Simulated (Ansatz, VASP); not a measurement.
**Two plane-wave programs on Nb5N**

```
Nb N
1.0
     3.13458    0.00000    0.00000
    -1.56729    2.71462    0.00000
     0.00000    0.00000   11.45193
Nb N
5 1
Direct
  0.33333 0.66667 0.10565
  0.66667 0.33333 0.89435
  0.66667 0.33333 0.31403
  0.33333 0.66667 0.68597
  0.00000 0.00000 0.50000
  0.00000 0.00000 0.00000
```

Alike in both runs: functional PBE; k mesh 6 × 6 × 2; occupations gaussian, width 0.2 eV; no spin polarisation.

Ansatz relaxed the structure, and its values are those at the end. VASP's run is a single point on that final structure, the one shown.

|  | VASP | Ansatz |
| --- | --- | --- |
| version | VASP 6.6.1 | Ansatz 0.2.0 |
| potentials or method | VASP PAW PBE potentials, release 64 (Nb_sv, N), cutoff 520 eV | scalar-relativistic, plane waves, PAW |
| valence electrons in the cell | 70 | 70 |

Ansatz gave:

- gap on the k mesh at the Fermi level (eV): none
- pressure (GPa): 0.2
- rms of the force components (eV/Å): 0.012

Q: Which values does VASP return?

A: gap on the k mesh at the Fermi level (eV): none; pressure (GPa): -0.2; rms of the force components (eV/Å): 0.014.

A gap of «none» marks a metal or a gap that the smearing closes. With one functional, cell and mesh, what is left measures potentials, basis and numerics.

The k mesh is coarse, so the values compare programs but aren't converged.
